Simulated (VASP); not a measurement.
# TaN in VASP: notebook

TaN is run at these levels: PBEsol; tasks: single point.

Program: VASP 6.6.1. These are calculated values, not measurements. Logs are shortened: lines on timing, memory, paths and dates and some standing lists are left out, and cuts for length are marked.

**1. The cell of the first run**

It takes space group P6/mmm (No. 191, hexagonal). The conventional cell has a = 5.205 Å, b = 5.205 Å, c = 2.904 Å, α = 90.00°, β = 90.00°, γ = 120.00°. Ta (site symmetry 6/mmm) has 6 N at 2.60 Å and 14 Ta at 2.90 to 3.34 Å within 3.4 Å. Ta (site symmetry -6m2) has 6 N at 2.09 Å and 5 Ta at 2.90 to 3.01 Å within 3.1 Å. Within 3.0 Å of N (site symmetry mmm) lie 6 Ta at 2.09 to 2.60 Å and 6 N at 2.60 to 2.90 Å.

**2. Single point, PBEsol**

The input, INCAR:

```
ALGO = Normal
EDIFF = 1E-6
ENCUT = 520
GGA = PS
ISIF = 2
ISMEAR = 0
LASPH = T
LCHARG = F
LREAL = F
LWAVE = F
NBANDS = 33
NELM = 80
PREC = Accurate
SIGMA = 0.15
```

The input, KPOINTS:

```
k-points
0
Gamma
  6 6 12
```

The input, POSCAR:

```
TaN
1.0
    5.2050894135      0.0000000000      0.0000000000
   -2.6025447067      4.5077396610      0.0000000000
    0.0000000000      0.0000000000      2.9035873890
Ta N
3 3
Direct
    0.0000000000      0.0000000000      0.0000000000
    0.3333333333      0.6666666667      0.5000000000
    0.6666666667      0.3333333333      0.5000000000
    0.5000000000      0.0000000000      0.0000000000
    0.5000000000      0.5000000000      0.0000000000
    0.0000000000      0.5000000000      0.0000000000
```

Potentials or basis: VASP PAW PBE potentials, release 64 (Ta_pv, N).

Command:

```console
$ cat potpaw_PBE.64/Ta_pv/POTCAR potpaw_PBE.64/N/POTCAR > POTCAR
$ mpirun -np 1 vasp_std > vasp.out
```

OUTCAR:

```text
EDIFF = 1E-6
   ENCUT = 520
   GGA = PS
   ISIF = 2
   ISMEAR = 0
   LASPH = T
   LREAL = F
   NELM = 80
   PREC = Accurate

 ion  position               nearest neighbor table
   1  0.000  0.000  0.000-   6 2.60   6 2.60   5 2.60   5 2.60   4 2.60   4 2.60   3 3.34   3 3.34
                             2 3.34   2 3.34   2 3.34   3 3.34   2 3.34   3 3.34   2 3.34   3 3.34
   2  0.333  0.667  0.500-   4 2.09   4 2.09   6 2.09   6 2.09   5 2.09   5 2.09   3 3.01   3 3.01
                             3 3.01   1 3.34   1 3.34   1 3.34   1 3.34   1 3.34   1 3.34
   3  0.667  0.333  0.500-   4 2.09   4 2.09   6 2.09   6 2.09   5 2.09   5 2.09   2 3.01   2 3.01
                             2 3.01   1 3.34   1 3.34   1 3.34   1 3.34   1 3.34   1 3.34
   4  0.500  0.000  0.000-   2 2.09   3 2.09   2 2.09   3 2.09   1 2.60   1 2.60
   5  0.500  0.500  0.000-   2 2.09   3 2.09   2 2.09   3 2.09   1 2.60   1 2.60
   6  0.000  0.500  0.000-   2 2.09   3 2.09   2 2.09   3 2.09   1 2.60   1 2.60

  LATTYP: Found a hexagonal cell.
 ALAT       =     5.2050894135
 C/A-ratio  =     0.5578362173

  Lattice vectors:

 A1 = (   5.2050894135,   0.0000000000,   0.0000000000)
 A2 = (  -2.6025447067,   4.5077396610,   0.0000000000)
 A3 = (   0.0000000000,   0.0000000000,   2.9035873890)

Analysis of symmetry for initial positions (statically):
=====================================================================
 Subroutine PRICEL returns:
 Original cell was already a primitive cell.

 Routine SETGRP: Setting up the symmetry group for a
 hexagonal supercell.

 Subroutine GETGRP returns: Found 24 space group operations
 (whereof 24 operations were pure point group operations)
 out of a pool of 24 trial point group operations.

The static configuration has the point symmetry D_6h.

Analysis of symmetry for dynamics (positions and initial velocities):
=====================================================================
 Subroutine PRICEL returns:
 Original cell was already a primitive cell.

 Routine SETGRP: Setting up the symmetry group for a
 hexagonal supercell.

 Subroutine GETGRP returns: Found 24 space group operations
 (whereof 24 operations were pure point group operations)
 out of a pool of 24 trial point group operations.

The dynamic configuration has the point symmetry D_6h.

 Subroutine INISYM returns: Found 24 space group operations
 (whereof 24 operations are pure point group operations),
 and found     1 'primitive' translations

----------------------------------------------------------------------------------------

[... 100 lines left out ...]
   EDIFF  = 0.1E-05   stopping-criterion for ELM
   LREAL  =      F    real-space projection
   EDIFFG = 0.1E-04   stopping-criterion for IOM
   NSW    =      0    number of steps for IOM
   IBRION =     -1    ionic relax: 0-MD 1-quasi-New 2-CG
   NFREE  =      0    steps in history (QN), initial steepest desc. (CG)
   ISIF   =      2    stress and relaxation
   ISYM   =      2    0-nonsym 1-usesym 2-fastsym
   POTIM  = 0.5000    time-step for ionic-motion
   TEBEG  =    0.0;   TEEND  =   0.0 temperature during run
   PSTRESS=    0.0 pullay stress
   NELECT =      48.0000    total number of electrons
   NUPDOWN=      -1.0000    fix difference up-down
   EMIN   =  10.00;   EMAX   =-10.00  energy-range for DOS
   EFERMI =   0.00;   METHOD = LEGACY
   ISMEAR =     0;   SIGMA  =   0.15  broadening in eV -4-tet -1-fermi 0-gaus
   EFERMI_NEDOS =   21; number of points for ismear=-14 and -15
   IALGO  =     38    algorithm
   IMIX   =      4    mixing-type and parameters
     AMIX     =   0.40;   BMIX     =  1.00
     AMIX_MAG =   1.60;   BMIX_MAG =  1.00
  volume/ion in A,a.u.               =      11.35        76.62
  Fermi-wavevector in a.u.,A,eV,Ry     =   1.456737  2.752835 28.872704  2.122084
  Thomas-Fermi vector in A             =   2.573621
   LORBIT       =      0    0 simple, 1 ext, 2 COOP (PROOUT), +10 PAW based schemes
   GGA     = PS    functional components
   LHFCALC =     F    Hartree Fock is set to
   AEXX    =    0.0000 exact exchange contribution
   IVDW    =     0    specifies the selected vdW correction
   LEPSILON=     F    determine dielectric tensor
   LRPA    =     F    only Hartree local field effects (RPA)
 non-spin polarized calculation
 Gauss-broadening in eV      SIGMA  =   0.15
  energy-cutoff  :      520.00
  volume of cell :       68.13
 maximum number of plane-waves:      1858
 NGX is ok and might be reduce to    40
   NGX = 19   NGY = 19   NGZ = 11

 number of electron      47.9999998 magnetization

 Free energy of the ion-electron system (eV)
  ---------------------------------------------------
  ext. energy  EPLUGINS =         0.00000000
  ---------------------------------------------------
  free energy    TOTEN  =       -68.70762101 eV

  energy without entropy =      -68.69929774  energy(sigma->0) =      -68.70345938

 E-fermi :   7.9914     XC(G=0): -13.1720

 val. band max:        7.8559689795   @ k =   0.5000   0.0000   0.1667
 cond. band min:       8.0058882473   @ k =   0.1667   0.0000   0.2500
 fundamental gap:      0.1499192679
 Fermi energy:         7.9913835104

 k-point     1 :       0.0000    0.0000    0.0000
  band No.  band energies     occupation
      1     -28.1388      2.00000
      2     -28.1388      2.00000
      3     -27.7559      2.00000
      4     -27.7559      2.00000
      5     -27.5263      2.00000
      6     -27.4290      2.00000
[... 853 lines left out ...]
     32      11.6693      0.00000
     33      12.0271      0.00000

 [... further k-points ...]
[... 5 lines left out ...]
  --------------------------------------------------------------------------------------
  -------------------------------------------------------------------------------------
  Total        0.3266427      0.3266427      0.5642214      0.0000000     -0.0000000     -0.0000000
  in kB        7.6817754      7.6817754     13.2690006      0.0000000     -0.0000000     -0.0000000
  external PRESSURE =       9.5441838 kB  Pullay stress =       0.0000000 kB

 VOLUME and BASIS-vectors are now :
 -----------------------------------------------------------------------------
  energy-cutoff  :      520.00
  volume of cell :       68.13
      direct lattice vectors                 reciprocal lattice vectors
     5.205089413  0.000000000  0.000000000     0.192119658  0.110920336  0.000000000
    -2.602544707  4.507739661  0.000000000     0.000000000  0.221840673  0.000000000
     0.000000000  0.000000000  2.903587389     0.000000000  0.000000000  0.344401551

 POSITION                                       TOTAL-FORCE (eV/Angst)
 -----------------------------------------------------------------------------------
      0.00000      0.00000      0.00000        -0.000000      0.000000      0.000000
     -0.00000      3.00516      1.45179        -0.000000      0.000000      0.000000
      2.60254      1.50258      1.45179         0.000000     -0.000000     -0.000000
      2.60254      0.00000      0.00000        -0.000000      0.000000      0.000000
      1.30127      2.25387      0.00000        -0.000000      0.000000      0.000000
     -1.30127      2.25387      0.00000        -0.000000      0.000000      0.000000
 -----------------------------------------------------------------------------------
    total drift:                               -0.000000      0.000000     -0.000000

  FREE ENERGIE OF THE ION-ELECTRON SYSTEM (eV)
  ---------------------------------------------------
  free  energy   TOTEN  =       -68.7076210136 eV

  energy  without entropy=      -68.6992977401  energy(sigma->0) =      -68.70345938
```

OSZICAR:

```text
N       E                     dE             d eps       ncg     rms          rms(c)
DAV:   1     0.441205716108E+03    0.44121E+03   -0.25958E+04  3234   0.152E+03
DAV:   2    -0.498823834584E+02   -0.49109E+03   -0.46888E+03  3762   0.448E+02
DAV:   3    -0.780957147722E+02   -0.28213E+02   -0.27673E+02  3952   0.103E+02
DAV:   4    -0.786930571200E+02   -0.59734E+00   -0.59215E+00  4080   0.143E+01
DAV:   5    -0.787053603285E+02   -0.12303E-01   -0.12285E-01  4147   0.168E+00    0.463E+01
DAV:   6    -0.693362750156E+02    0.93691E+01   -0.44811E+01  4064   0.370E+01    0.201E+01
DAV:   7    -0.689072148965E+02    0.42906E+00   -0.34947E+00  4098   0.138E+01    0.115E+01
DAV:   8    -0.687439961907E+02    0.16322E+00   -0.68410E-01  4046   0.512E+00    0.372E+00
DAV:   9    -0.687092500047E+02    0.34746E-01   -0.86710E-02  4002   0.277E+00    0.465E-01
DAV:  10    -0.687080022637E+02    0.12477E-02   -0.17399E-02  4119   0.719E-01    0.211E-01
DAV:  11    -0.687076497035E+02    0.35256E-03   -0.28996E-03  4050   0.340E-01    0.521E-02
DAV:  12    -0.687076218684E+02    0.27835E-04   -0.23213E-04  4082   0.969E-02    0.201E-02
DAV:  13    -0.687076208328E+02    0.10356E-05   -0.10578E-05  3886   0.221E-02    0.438E-03
DAV:  14    -0.687076210136E+02   -0.18077E-06   -0.12459E-06  2649   0.654E-03
   1 F= -.68707621E+02 E0= -.68703459E+02  d E =-.832327E-02
```

stdout:

```text
POSCAR found type information on POSCAR TaN
 POSCAR found :  2 types and       6 ions
 scaLAPACK will be used
 -----------------------------------------------------------------------------
|                                                                             |
|                                                                             |
|     You enforced a specific xc type in the INCAR file but a different       |
|     I HOPE YOU KNOW WHAT YOU ARE DOING!                                     |
|                                                                             |
 -----------------------------------------------------------------------------

 LDA part: xc-table for (Slater+PW92), standard interpolation
 POSCAR, INCAR and KPOINTS ok, starting setup
 FFT: planning ... GRIDC
 FFT: planning ... GRID_SOFT
 FFT: planning ... GRID
 WAVECAR not read
 entering main loop
```

Run time: 41 s. Hardware: 1 thread of Intel Xeon 6975P-C (Granite Rapids), shared host; peak memory 0.23 GiB.

What came out:

- Free energy: -68.7076 eV
- Pressure: 1.0 GPa
- Band gap on the k mesh: zero (bands 24 and 25 overlap by 2.14 eV)

Caveat: the PAW data sets were made with another functional, which shifts forces and pressure a little; spin-orbit coupling is left out, which moves the levels of the heavy elements.

(Part 1 of 2 ends here.)
